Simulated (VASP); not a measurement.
A run of VASP 6.6.1:

File INCAR:

```
PREC = Accurate
ENCUT = 520
EDIFF = 1E-6
ISMEAR = -1
SIGMA = 0.05
LREAL = F
LASPH = T
NELM = 150
ALGO = Normal
ISIF = 2
LWAVE = F
LCHARG = F
LMAXMIX = 4
LDAU = T
LDAUTYPE = 2
LDAUL = -1 2
LDAUU = 0 8
LDAUJ = 0 0
LDAUPRINT = 1
GGA = PE
NBANDS = 35
```

File KPOINTS:

```
Automatic mesh
0
Gamma
  3 6 1
```

Contents of POSCAR:

```
Te2Mo
1.0
    6.3616090156      0.0000000000      0.0000000000
    0.0000000000      3.4804030600      0.0000000000
   -0.0857412231      0.0000000000     36.1758904685
Te Mo
4 2
Direct
    0.4292511000      0.7500000000      0.5407035800
    0.5707489000      0.2500000000      0.4592964200
    0.9208478700      0.2500000000      0.5565273200
    0.0791521300      0.7500000000      0.4434726800
    0.1813475600      0.2500000000      0.4974653700
    0.8186524400      0.7500000000      0.5025346300
```

Potentials or basis: VASP PAW PBE potentials, release 64 (Te, Mo_sv).

Run with:

```bash
$ cat potpaw_PBE.64/Te/POTCAR potpaw_PBE.64/Mo_sv/POTCAR > POTCAR
$ mpirun -np 1 vasp_std > vasp.out
```

Hardware: 1 thread of AMD EPYC 7R13, on a shared host.

**Question.** Estimate the wall time of this run.

**Answer.** Run time: 14 min on 1 thread of AMD EPYC 7R13 (shared host), peak memory 0.78 GiB. Counts: scf iterations 28, k points 8.
